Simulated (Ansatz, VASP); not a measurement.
# One calculation of Al12H, two programs

Contents of INCAR:

```
SYSTEM = Al12H
PREC     = Accurate       ! precision mode
ENCUT    = 520            ! plane-wave cutoff, eV
EDIFF    = 1E-6           ! SCF threshold, eV
ISMEAR   = 0              ! smearing method
SIGMA    = 0.1            ! smearing width, eV
LREAL    = .FALSE.        ! projectors in reciprocal space
LASPH    = .TRUE.         ! aspherical terms in the spheres
NELM     = 100            ! most SCF steps
ALGO     = Normal         ! electronic algorithm
ISIF     = 2              ! what is computed and relaxed
LWAVE    = .FALSE.        ! write WAVECAR
LCHARG   = .TRUE.         ! write CHGCAR
LDIPOL   = .TRUE.       
IDIPOL   = 3            
DIPOL    = 0.5 0.5 0.307
GGA      = PS             ! functional
LELF     = .TRUE.         ! ELF
LVHAR    = .TRUE.       
LVACPOTAV= .TRUE.       
NBANDS   = 30             ! bands
```

File KPOINTS:

```
regular mesh
0
G
  5 5 1
  0 0 0
```

The input POSCAR:

```
Al12H
1.0
    5.6788540124      0.0000000000      0.0000000000
    0.0000000000      5.6788540124      0.0000000000
    0.0000000000      0.0000000000     21.1413451746
Al H
12 1
Direct
    0.2500000000      0.2500000000      0.1892027195
    0.2500000000      0.7500000000      0.1892027195
    0.7500000000      0.2500000000      0.1892027195
    0.7500000000      0.7500000000      0.1892027195
    0.0000000000      0.0000000000      0.2870821533
    0.0000000000      0.5000000000      0.2870821533
    0.5000000000      0.0000000000      0.2870821533
    0.5000000000      0.5000000000      0.2870821533
    0.2500000000      0.2500000000      0.3850911618
    0.2500000000      0.7500000000      0.3850911618
    0.7500000000      0.2500000000      0.3850911618
    0.7500000000      0.7500000000      0.3850911618
    0.4166666667      0.4166666667      0.5397643849
```

Input for Ansatz:

```yaml
crystal:
  lattice:
    - [5.6788540124, 0.0, 0.0]
    - [0.0, 5.6788540124, 0.0]
    - [0.0, 0.0, 21.1413451746]
  atoms:
    - { symbol: Al, position: [0.25, 0.25, 0.1892027195] }
    - { symbol: Al, position: [0.25, 0.75, 0.1892027195] }
    - { symbol: Al, position: [0.75, 0.25, 0.1892027195] }
    - { symbol: Al, position: [0.75, 0.75, 0.1892027195] }
    - { symbol: Al, position: [0.0, 0.0, 0.2870821533] }
    - { symbol: Al, position: [0.0, 0.5, 0.2870821533] }
    - { symbol: Al, position: [0.5, 0.0, 0.2870821533] }
    - { symbol: Al, position: [0.5, 0.5, 0.2870821533] }
    - { symbol: Al, position: [0.25, 0.25, 0.3850911618] }
    - { symbol: Al, position: [0.25, 0.75, 0.3850911618] }
    - { symbol: Al, position: [0.75, 0.25, 0.3850911618] }
    - { symbol: Al, position: [0.75, 0.75, 0.3850911618] }
    - { symbol: H, position: [0.4166666667, 0.4166666667, 0.5397643849] }
basis:
  ecutwfc: 420
kpoints:
  mp_grid: { grid: [5, 5, 1] }
hamiltonian:
  xc: pbesol
scf:
  occupations: { method: gaussian, width: 0.1 }
output:
  forces: true
  eigenvalues: true
efield:
  axis: 3
  dipole_correction: true
  ramp_width: 0.04
```

Alike in both runs: task single point; functional PBEsol; k mesh 5 × 5 × 1; occupations gaussian, width 0.1 eV; no spin polarisation.

|  | VASP | Ansatz |
| --- | --- | --- |
| version | VASP 6.6.1 | Ansatz 0.2.0 |
| potentials or method | VASP PAW PBE potentials, release 64 (Al, H), cutoff 520 eV | scalar-relativistic, plane waves, PAW |
| valence electrons in the cell | 37 | 37 |

```tsv
	VASP	Ansatz	Ansatz less VASP
gap on the k mesh at the Fermi level (eV)	none	none	-
rms of the force components (eV/Å)	0.126	0.126	-0.0001
work function, face that differs most (eV)	4.47	4.47	-0.001
```

VASP's potentials were made for PBE, not for PBEsol. Atom by atom the forces differ by 0.000 eV/Å (rms over components). A gap of «none» marks a metal or a gap that the smearing closes. The functional is the same, so the differences come from potentials, cutoffs and numerics.
